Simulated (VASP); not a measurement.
Write the native input for VASP 6.6.1 that does the following.

```
Task                               : single point
Functional                         : HSE06
Potentials or basis                : VASP PAW PBE potentials, release 64 (Mg, I)
Cutoff                             : 520 eV
k mesh                             : 4 × 4 × 4
Occupations                        : gaussian, width 0.01 eV
Spin                               : no spin polarisation
Dipole correction                  : no
Grid for exact exchange (PRECFOCK) : Normal
Further INCAR settings             : ALGO = Normal; EDIFF = 1e-06; NBANDS = 15
Share of exact exchange            : 0.25
Screening parameter                : 0.2079 1/Å
```

MgI2:

```xyz
3
Lattice="0.0000 3.8425 3.8425 3.8425 0.0000 3.8425 3.8425 3.8425 0.0000" Properties=species:S:1:pos:R:3 pbc="T T T"
Mg    0.0000    0.0000    0.0000
I     1.9212    1.9212    1.9212
I     5.7637    5.7637    5.7637
```

This cell differs from its parent crystal: strain +2.3%.

The input as run:

POSCAR

```
MgI2
1.0
    0.0000000000      3.8424777327      3.8424777327
    3.8424777327      0.0000000000      3.8424777327
    3.8424777327      3.8424777327      0.0000000000
Mg I
1 2
Direct
    0.0000000000      0.0000000000      0.0000000000
    0.2500000000      0.2500000000      0.2500000000
    0.7500000000      0.7500000000      0.7500000000
```

INCAR.step1

```
ALGO = Normal ; EDIFF = 1E-5
ENCUT = 520 ; GGA = PE
ISIF = 2 ; ISMEAR = 0
LASPH = True ; LCHARG = False
LREAL = False ; LWAVE = True
NBANDS = 15 ; NELM = 100
PREC = Accurate ; SIGMA = 0.01
```

INCAR.step2

```
ALGO = Normal ; EDIFF = 1E-6
ENCUT = 520 ; GGA = PE
HFSCREEN = 0.2079 ; ISIF = 2
ISMEAR = 0 ; ISTART = 1
LASPH = True ; LCHARG = False
LHFCALC = True ; LREAL = False
LWAVE = False ; NBANDS = 15
NELM = 100 ; PREC = Accurate
PRECFOCK = Normal ; SIGMA = 0.01
```

KPOINTS

```
k-points
0
Gamma
  4 4 4
```

Potentials or basis: VASP PAW PBE potentials, release 64 (Mg, I).

Run with:

```console
$ cat potpaw_PBE.64/Mg/POTCAR potpaw_PBE.64/I/POTCAR > POTCAR
$ cp INCAR.step1 INCAR
$ mpirun -np 1 vasp_std > vasp.out
$ cp INCAR.step2 INCAR
$ mpirun -np 1 vasp_std > vasp.out
```

It gave:

```yaml
Pressure: -2.3 GPa
Band_gap_on_the_k_mesh: 1.23 eV (least direct gap 1.94 eV)
```

Caveat: the cell differs from its parent crystal (strain +2.3%); the structure was generated, so it needn't be the stable form of MgI2; the PAW data sets were made with another functional, which shifts forces and pressure a little; spin-orbit coupling is left out, which moves the levels of the heavy elements.

Run time: 26 min on 1 thread of Oxide Virtual Turin-like Processor, with other jobs on the host, peak memory 0.33 GiB.
